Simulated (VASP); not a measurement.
NiMoIrPdW, 5 atoms in the cell. The structure is monoclinic, space group Cm (No. 8). Conventional cell: a = 4.696 Å, b = 2.854 Å, c = 11.179 Å, α = 90.00°, β = 101.32°, γ = 90.00°. Within 3.4 Å of Ni (site symmetry m) lie 3 Ir at 2.60 to 2.62 Å and 3 Pd at 2.66 to 2.68 Å and 6 Ni at 2.75 to 2.85 Å. Mo (site symmetry m) has 3 Ir at 2.68 Å and 6 Mo at 2.75 to 2.85 Å and 4 W at 2.77 to 3.40 Å within 3.5 Å. Within 3.5 Å of Pd (site symmetry m) lie 3 Ni at 2.66 to 2.68 Å and 3 W at 2.75 to 2.77 Å and 6 Pd at 2.75 to 2.85 Å. Ir (site symmetry m) has 3 Ni at 2.60 to 2.62 Å and 3 Mo at 2.68 Å and 6 Ir at 2.75 to 2.85 Å within 3.4 Å. W (site symmetry m) has 3 Pd at 2.75 to 2.77 Å and 6 W at 2.75 to 2.85 Å and 4 Mo at 2.77 to 3.40 Å within 3.6 Å. 

| Property | Result |
| --- | --- |
| Program | VASP 6.6.1 |
| Task | single point |
| Functional | PBE |
| Potentials or basis | VASP PAW PBE potentials, release 64 (Ni, Mo_sv, Pd, Ir, W_sv) |
| Cutoff | 520 eV |
| k mesh | 7 × 7 × 2 |
| Occupations | fermi-dirac, width 0.05 eV |
| Spin | collinear spin, ferromagnetic start |
| Starting moments | [1.0, 1.0, 0.0, 0.6, 0.0] μB |
| Dipole correction | no |
| Further INCAR settings | ALGO = Normal; EDIFF = 1e-07; NBANDS = 40 |

Potentials or basis: VASP PAW PBE potentials, release 64 (Ni, Mo_sv, Pd, Ir, W_sv).

The run is started by

```console
$ cat potpaw_PBE.64/Ni/POTCAR potpaw_PBE.64/Mo_sv/POTCAR potpaw_PBE.64/Pd/POTCAR potpaw_PBE.64/Ir/POTCAR potpaw_PBE.64/W_sv/POTCAR > POTCAR
$ mpirun -np 1 vasp_std > vasp.out
```

Hardware: 1 thread of Intel(R) Xeon(R) Platinum 8488C (Sapphire Rapids), on a shared host.

**Question.** How long does it take, and how much memory?

**Answer.** It took 3.1 min on 1 thread of Intel(R) Xeon(R) Platinum 8488C (Sapphire Rapids) (shared host), peak memory 0.33 GiB. Counts: scf iterations 24, k points 32.
